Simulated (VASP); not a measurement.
# Bi2Se3 (R-3m) in VASP: a series of runs

The runs below take Bi2Se3 through single point, with PBE.

All numbers are computed with VASP 6.6.1; they aren't measurements. Logs are shortened: lines on timing, memory, paths and dates and some standing lists are left out, and cuts for length are marked.

## Step 1: The cell of the first run

The structure is trigonal, space group R-3m (No. 166). The conventional cell has a = 4.142 Å, b = 4.142 Å, c = 28.970 Å, α = 90.00°, β = 90.00°, γ = 120.00°. Within 3.8 Å of Bi (site symmetry 3m) lie 6 Se at 2.85 to 3.07 Å. Se (site symmetry 3m) has 3 Bi at 2.85 Å and 3 Se at 3.61 Å within 3.8 Å. Within 4.3 Å of Se (site symmetry -3m) lie 6 Bi at 3.07 Å and 12 Se at 4.14 to 4.22 Å.

## Step 2: Single point, PBE (uniaxial z strain -1.0%)

The input, INCAR:

```
ALGO = Normal
EDIFF = 1E-6
ENCUT = 520
GGA = PE
ISIF = 2
ISMEAR = -1
LASPH = True
LCHARG = False
LREAL = False
LWAVE = False
NBANDS = 32
NELM = 60
PREC = Accurate
SIGMA = 0.02
```

The input, KPOINTS:

```
k-points
0
Gamma
  8 8 8
```

The input, POSCAR:

```
Bi2Se3
1.0
    2.0711835690      1.1957983911      9.6567730545
   -2.0711835690      1.1957983911      9.6567730545
    0.0000000000     -2.3915967823      9.6567730545
Bi Se
2 3
Direct
    0.3997963099      0.3997963099      0.3997963099
    0.6002036901      0.6002036901      0.6002036901
    0.2132317626      0.2132317626      0.2132317626
    0.7867682374      0.7867682374      0.7867682374
    0.0000000000      0.0000000000      0.0000000000
```

Potentials or basis: VASP PAW PBE potentials, release 64 (Bi_d, Se).

Launch:

```sh
> cat potpaw_PBE.64/Bi_d/POTCAR potpaw_PBE.64/Se/POTCAR > POTCAR
> mpirun -np 1 vasp_std > vasp.out
```

OUTCAR:

```text
EDIFF = 1E-6
   ENCUT = 520
   GGA = PE
   ISIF = 2
   ISMEAR = -1
   LASPH = True
   LREAL = False
   NELM = 60
   PREC = Accurate

 ion  position               nearest neighbor table
   1  0.400  0.400  0.400-   4 2.85   4 2.85   4 2.85   5 3.07   5 3.07   5 3.07
   2  0.600  0.600  0.600-   3 2.85   3 2.85   3 2.85   5 3.07   5 3.07   5 3.07
   3  0.213  0.213  0.213-   2 2.85   2 2.85   2 2.85
   4  0.787  0.787  0.787-   1 2.85   1 2.85   1 2.85
   5  0.000  0.000  0.000-   2 3.07   2 3.07   1 3.07   1 3.07   2 3.07   1 3.07

  LATTYP: Found a trigonal (rhomboedric) cell.
 ALAT       =     9.9485175275
 COS(alpha) =     0.9133137051

  Lattice vectors:

 A1 = (   2.0711835690,   1.1957983911,   9.6567730545)
 A2 = (  -2.0711835690,   1.1957983911,   9.6567730545)
 A3 = (   0.0000000000,  -2.3915967823,   9.6567730545)

Analysis of symmetry for initial positions (statically):
=====================================================================
 Subroutine PRICEL returns:
 Original cell was already a primitive cell.

 Routine SETGRP: Setting up the symmetry group for a
 trigonal (rhombohedral) supercell.

 Subroutine GETGRP returns: Found 12 space group operations
 (whereof 12 operations were pure point group operations)
 out of a pool of 12 trial point group operations.

The static configuration has the point symmetry D_3d.

Analysis of symmetry for dynamics (positions and initial velocities):
=====================================================================
 Subroutine PRICEL returns:
 Original cell was already a primitive cell.

 Routine SETGRP: Setting up the symmetry group for a
 trigonal (rhombohedral) supercell.

 Subroutine GETGRP returns: Found 12 space group operations
 (whereof 12 operations were pure point group operations)
 out of a pool of 12 trial point group operations.

The dynamic configuration has the point symmetry D_3d.

 Subroutine INISYM returns: Found 12 space group operations
 (whereof 12 operations are pure point group operations),
 and found     1 'primitive' translations

----------------------------------------------------------------------------------------

                                     Primitive cell

  volume of cell :     143.5026

[... 86 lines left out ...]
   ISTART =      0    job   : 0-new  1-cont  2-samecut
   ICHARG =      2    charge: 1-file 2-atom 10-const
   ISPIN  =      1    spin polarized calculation?
   LNONCOLLINEAR =      F non collinear calculations
   LSORBIT =      F    spin-orbit coupling
   LASPH  =      T    aspherical Exc in radial PAW
   ENCUT  =  520.0 eV  38.22 Ry    6.18 a.u.  18.50 18.50 18.50*2*pi/ulx,y,z
   NELM   =     60;   NELMIN=  2; NELMDL= -5     # of ELM steps
   EDIFF  = 0.1E-05   stopping-criterion for ELM
   LREAL  =      F    real-space projection
   EDIFFG = 0.1E-04   stopping-criterion for IOM
   NSW    =      0    number of steps for IOM
   IBRION =     -1    ionic relax: 0-MD 1-quasi-New 2-CG
   NFREE  =      0    steps in history (QN), initial steepest desc. (CG)
   ISIF   =      2    stress and relaxation
   ISYM   =      2    0-nonsym 1-usesym 2-fastsym
   POTIM  = 0.5000    time-step for ionic-motion
   TEBEG  =    0.0;   TEEND  =   0.0 temperature during run
   PSTRESS=    0.0 pullay stress
   NELECT =      48.0000    total number of electrons
   NUPDOWN=      -1.0000    fix difference up-down
   EMIN   =  10.00;   EMAX   =-10.00  energy-range for DOS
   EFERMI =   0.00;   METHOD = LEGACY
   ISMEAR =    -1;   SIGMA  =   0.02  broadening in eV -4-tet -1-fermi 0-gaus
   EFERMI_NEDOS =   21; number of points for ismear=-14 and -15
   IALGO  =     38    algorithm
   IMIX   =      4    mixing-type and parameters
     AMIX     =   0.40;   BMIX     =  1.00
     AMIX_MAG =   1.60;   BMIX_MAG =  1.00
  volume/ion in A,a.u.               =      28.70       193.68
  Fermi-wavevector in a.u.,A,eV,Ry     =   1.136411  2.147505 17.570961  1.291429
  Thomas-Fermi vector in A             =   2.273116
   LORBIT       =      0    0 simple, 1 ext, 2 COOP (PROOUT), +10 PAW based schemes
   GGA     = PE    functional components
   LHFCALC =     F    Hartree Fock is set to
   AEXX    =    0.0000 exact exchange contribution
   IVDW    =     0    specifies the selected vdW correction
   LEPSILON=     F    determine dielectric tensor
   LRPA    =     F    only Hartree local field effects (RPA)
 non-spin polarized calculation
  energy-cutoff  :      520.00
  volume of cell :      143.50
 maximum number of plane-waves:      3911
 NGX is ok and might be reduce to    80
   NGX = 37   NGY = 37   NGZ = 37

 number of electron      48.0000000 magnetization

 Free energy of the ion-electron system (eV)
  ---------------------------------------------------
  ext. energy  EPLUGINS =         0.00000000
  ---------------------------------------------------
  free energy    TOTEN  =       -20.17234442 eV

  energy without entropy =      -20.17234329  energy(sigma->0) =      -20.17234386

 E-fermi :   4.9241     XC(G=0):  -9.4300

 val. band max:        4.7829929887   @ k =   0.0000   0.0000   0.0000
 cond. band min:       5.0652550349   @ k =   0.0000   0.0000   0.0000
 fundamental gap:      0.2822620462
 Fermi energy:         4.9240570275

 k-point     1 :       0.0000    0.0000    0.0000
  band No.  band energies     occupation
      1     -18.2848      2.00000
      2     -18.2848      2.00000
      3     -18.2830      2.00000
      4     -18.2830      2.00000
      5     -18.2773      2.00000
      6     -18.2748      2.00000
[... 829 lines left out ...]
     31       9.5181      0.00000
     32      11.1890      0.00000

 [... further k-points ...]
[... 5 lines left out ...]
  --------------------------------------------------------------------------------------
  -------------------------------------------------------------------------------------
  Total        2.1670814      2.1670814      2.1631790      0.0000000     -0.0000000      0.0000000
  in kB       24.1950194     24.1950194     24.1514497      0.0000000     -0.0000000      0.0000000
  external PRESSURE =      24.1804962 kB  Pullay stress =       0.0000000 kB

 VOLUME and BASIS-vectors are now :
 -----------------------------------------------------------------------------
  energy-cutoff  :      520.00
  volume of cell :      143.50
      direct lattice vectors                 reciprocal lattice vectors
     2.071183569  1.195798391  9.656773055     0.241407863  0.139376895  0.034518087
    -2.071183569  1.195798391  9.656773055    -0.241407863  0.139376895  0.034518087
     0.000000000 -2.391596782  9.656773055     0.000000000 -0.278753790  0.034518087

 POSITION                                       TOTAL-FORCE (eV/Angst)
 -----------------------------------------------------------------------------------
      0.00000     -0.00000     11.58223         0.000000      0.000000     -0.101336
      0.00000     -0.00000     17.38809         0.000000     -0.000000      0.101336
      0.00000     -0.00000      6.17739         0.000000      0.000000     -0.188386
      0.00000     -0.00000     22.79293         0.000000     -0.000000      0.188386
      0.00000      0.00000      0.00000         0.000000     -0.000000     -0.000000
 -----------------------------------------------------------------------------------
    total drift:                               -0.000000      0.000000     -0.000000

  FREE ENERGIE OF THE ION-ELECTRON SYSTEM (eV)
  ---------------------------------------------------
  free  energy   TOTEN  =       -20.1723444216 eV

  energy  without entropy=      -20.1723432931  energy(sigma->0) =      -20.17234386
```

stdout:

```text
POSCAR found type information on POSCAR BiSe
 POSCAR found :  2 types and       5 ions
 scaLAPACK will be used
 LDA part: xc-table for (Slater+PW92), standard interpolation
 POSCAR, INCAR and KPOINTS ok, starting setup
 FFT: planning ... GRIDC
 FFT: planning ... GRID_SOFT
 FFT: planning ... GRID
 WAVECAR not read
 entering main loop
```

Run time: 21 min. Hardware: 1 thread of Intel Xeon Platinum 8488C (Sapphire Rapids), shared host; peak memory 1 GiB.

What came out:

```yaml
Free_energy: -20.1723 eV
Pressure: 2.4 GPa
Largest_force: 0.188 eV/Å
Band_gap_on_the_k_mesh: 0.28 eV
```

Forces in eV/Å, atoms in the order of the input:
```
Bi   0.000  0.000 -0.101
Bi   0.000  0.000  0.101
Se   0.000  0.000 -0.188
Se   0.000  0.000  0.188
Se   0.000  0.000  0.000
```

Caveat: the cell differs from its parent crystal (uniaxial z strain -1.0%); spin-orbit coupling is left out, which moves the levels of the heavy elements.

## Step 3: Single point, PBE (uniaxial z strain +1.0%)

The input, INCAR:

```
SYSTEM = Bi2Se3
ALGO = Normal
EDIFF = 1E-7
ENCUT = 520
GGA = PE
ISIF = 2
ISMEAR = -1
LASPH = .True.
LCHARG = .True.
LELF = .True.
LREAL = .False.
LVHAR = .True.
LWAVE = .False.
NBANDS = 32
NELM = 60
PREC = Accurate
SIGMA = 0.02
```

The input, KPOINTS:

```
k-points
0
Gamma
  8 8 8
  0 0 0
```

The input, POSCAR:

```
Bi2Se3
1.0
    2.0711835690      1.1957983911      9.8518593788
   -2.0711835690      1.1957983911      9.8518593788
    0.0000000000     -2.3915967823      9.8518593788
Bi Se
2 3
Direct
    0.3989150331      0.3989150331      0.3989150331
    0.6010849669      0.6010849669      0.6010849669
    0.2149816841      0.2149816841      0.2149816841
    0.7850183159      0.7850183159      0.7850183159
    0.0000000000      0.0000000000      0.0000000000
```

Potentials or basis: VASP PAW PBE potentials, release 64 (Bi_d, Se).

Launch:

```sh
> cat potpaw_PBE.64/Bi_d/POTCAR potpaw_PBE.64/Se/POTCAR > POTCAR
> mpirun -np 1 vasp_std > vasp.out
```

OUTCAR:

```text
SYSTEM = Bi2Se3
   EDIFF = 1E-7
   ENCUT = 520
   GGA = PE
   ISIF = 2
   ISMEAR = -1
   LASPH = .True.
   LREAL = .False.
   NELM = 60
   PREC = Accurate

 ion  position               nearest neighbor table
   1  0.399  0.399  0.399-   4 2.86   4 2.86   4 2.86   5 3.08   5 3.08   5 3.08
   2  0.601  0.601  0.601-   3 2.86   3 2.86   3 2.86   5 3.08   5 3.08   5 3.08
   3  0.215  0.215  0.215-   2 2.86   2 2.86   2 2.86
   4  0.785  0.785  0.785-   1 2.86   1 2.86   1 2.86
   5  0.000  0.000  0.000-   2 3.08   2 3.08   1 3.08   1 3.08   2 3.08   1 3.08

  LATTYP: Found a trigonal (rhomboedric) cell.
 ALAT       =    10.1379913389
 COS(alpha) =     0.9165236698

  Lattice vectors:

 A1 = (   2.0711835690,   1.1957983911,   9.8518593788)
 A2 = (  -2.0711835690,   1.1957983911,   9.8518593788)
 A3 = (   0.0000000000,  -2.3915967823,   9.8518593788)

Analysis of symmetry for initial positions (statically):
=====================================================================
 Subroutine PRICEL returns:
 Original cell was already a primitive cell.

 Routine SETGRP: Setting up the symmetry group for a
 trigonal (rhombohedral) supercell.

 Subroutine GETGRP returns: Found 12 space group operations
 (whereof 12 operations were pure point group operations)
 out of a pool of 12 trial point group operations.

The static configuration has the point symmetry D_3d.

Analysis of symmetry for dynamics (positions and initial velocities):
=====================================================================
 Subroutine PRICEL returns:
 Original cell was already a primitive cell.

 Routine SETGRP: Setting up the symmetry group for a
 trigonal (rhombohedral) supercell.

 Subroutine GETGRP returns: Found 12 space group operations
 (whereof 12 operations were pure point group operations)
 out of a pool of 12 trial point group operations.

[... 118 lines left out ...]
   NUPDOWN=      -1.0000    fix difference up-down
   EMIN   =  10.00;   EMAX   =-10.00  energy-range for DOS
   EFERMI =   0.00;   METHOD = LEGACY
   ISMEAR =    -1;   SIGMA  =   0.02  broadening in eV -4-tet -1-fermi 0-gaus
   EFERMI_NEDOS =   21; number of points for ismear=-14 and -15
   IALGO  =     38    algorithm
   IMIX   =      4    mixing-type and parameters
     AMIX     =   0.40;   BMIX     =  1.00
     AMIX_MAG =   1.60;   BMIX_MAG =  1.00
  volume/ion in A,a.u.               =      29.28       197.59
  Fermi-wavevector in a.u.,A,eV,Ry     =   1.128860  2.133235 17.338229  1.274324
  Thomas-Fermi vector in A             =   2.265551
   LORBIT       =      0    0 simple, 1 ext, 2 COOP (PROOUT), +10 PAW based schemes
   GGA     = PE    functional components
   LHFCALC =     F    Hartree Fock is set to
   AEXX    =    0.0000 exact exchange contribution
   IVDW    =     0    specifies the selected vdW correction
   LEPSILON=     F    determine dielectric tensor
   LRPA    =     F    only Hartree local field effects (RPA)
 non-spin polarized calculation
  energy-cutoff  :      520.00
  volume of cell :      146.40
 maximum number of plane-waves:      3979
 NGX is ok and might be reduce to    80
   NGX = 37   NGY = 37   NGZ = 37

 number of electron      48.0000005 magnetization

 Free energy of the ion-electron system (eV)
  ---------------------------------------------------
  ext. energy  EPLUGINS =         0.00000000
  ---------------------------------------------------
  free energy    TOTEN  =       -20.19680846 eV

  energy without entropy =      -20.19680837  energy(sigma->0) =      -20.19680841

 E-fermi :   4.6837     XC(G=0):  -9.3190

 val. band max:        4.4828059922   @ k =   0.0000   0.0000   0.0000
 cond. band min:       4.8853153884   @ k =   0.0000   0.0000   0.0000
 fundamental gap:      0.4025093961
 Fermi energy:         4.6837285635

 k-point     1 :       0.0000    0.0000    0.0000
  band No.  band energies     occupation
      1     -18.4988      2.00000
      2     -18.4988      2.00000
      3     -18.4972      2.00000
      4     -18.4972      2.00000
      5     -18.4907      2.00000
      6     -18.4882      2.00000
[... 829 lines left out ...]
     31       9.3370      0.00000
     32      11.0170      0.00000

 [... further k-points ...]
[... 5 lines left out ...]
  --------------------------------------------------------------------------------------
  -------------------------------------------------------------------------------------
  Total        1.8184610      1.8184610      1.5750088     -0.0000000     -0.0000000      0.0000000
  in kB       19.9007094     19.9007094     17.2364395     -0.0000000     -0.0000000      0.0000000
  external PRESSURE =      19.0126194 kB  Pullay stress =       0.0000000 kB

 VOLUME and BASIS-vectors are now :
 -----------------------------------------------------------------------------
  energy-cutoff  :      520.00
  volume of cell :      146.40
      direct lattice vectors                 reciprocal lattice vectors
     2.071183569  1.195798391  9.851859379     0.241407863  0.139376895  0.033834561
    -2.071183569  1.195798391  9.851859379    -0.241407863  0.139376895  0.033834561
     0.000000000 -2.391596782  9.851859379     0.000000000 -0.278753790  0.033834561

 POSITION                                       TOTAL-FORCE (eV/Angst)
 -----------------------------------------------------------------------------------
      0.00000     -0.00000     11.79016         0.000000      0.000000     -0.096607
      0.00000     -0.00000     17.76541         0.000000     -0.000000      0.096607
      0.00000     -0.00000      6.35391         0.000000      0.000000     -0.171035
      0.00000     -0.00000     23.20167         0.000000     -0.000000      0.171035
      0.00000      0.00000      0.00000         0.000000     -0.000000     -0.000000
 -----------------------------------------------------------------------------------
    total drift:                                0.000000      0.000000     -0.000000

  FREE ENERGIE OF THE ION-ELECTRON SYSTEM (eV)
  ---------------------------------------------------
  free  energy   TOTEN  =       -20.1968084555 eV

  energy  without entropy=      -20.1968083732  energy(sigma->0) =      -20.19680841
```

Wall time 28 min (1 thread of Intel Xeon Platinum 8488C (Sapphire Rapids), shared host); peak memory 1 GiB.

Results:

| Item | Value |
| --- | --- |
| Free energy | -20.1968 eV |
| Pressure | 1.9 GPa |
| Largest force | 0.171 eV/Å |
| Band gap on the k mesh | 0.40 eV |

Forces on the atoms (eV/Å):
```
Bi   0.000  0.000 -0.097
Bi   0.000  0.000  0.097
Se   0.000  0.000 -0.171
Se   0.000  0.000  0.171
Se   0.000  0.000  0.000
```

Levels at points of the mesh, in eV from the valence-band top:
| k point | band 22 | band 23 | band 24 | band 25 | band 26 | band 27 |
| --- | --- | --- | --- | --- | --- | --- |
| (0.00, 0.00, 0.00) | -1.05 | -1.05 | 0.00 | 0.40 | 1.63 | 1.63 |
| (0.50, 0.00, 0.00) | -1.84 | -1.12 | -0.55 | 1.04 | 2.18 | 3.10 |
| (0.50, 0.50, 0.00) | -1.60 | -1.38 | -0.99 | 1.46 | 2.10 | 2.65 |
| (0.50, 0.50, 0.50) | -1.16 | -1.16 | -0.36 | 0.68 | 1.82 | 1.82 |

Caveat: the cell differs from its parent crystal (uniaxial z strain +1.0%); spin-orbit coupling is left out, which moves the levels of the heavy elements. A k mesh can miss the band edges.
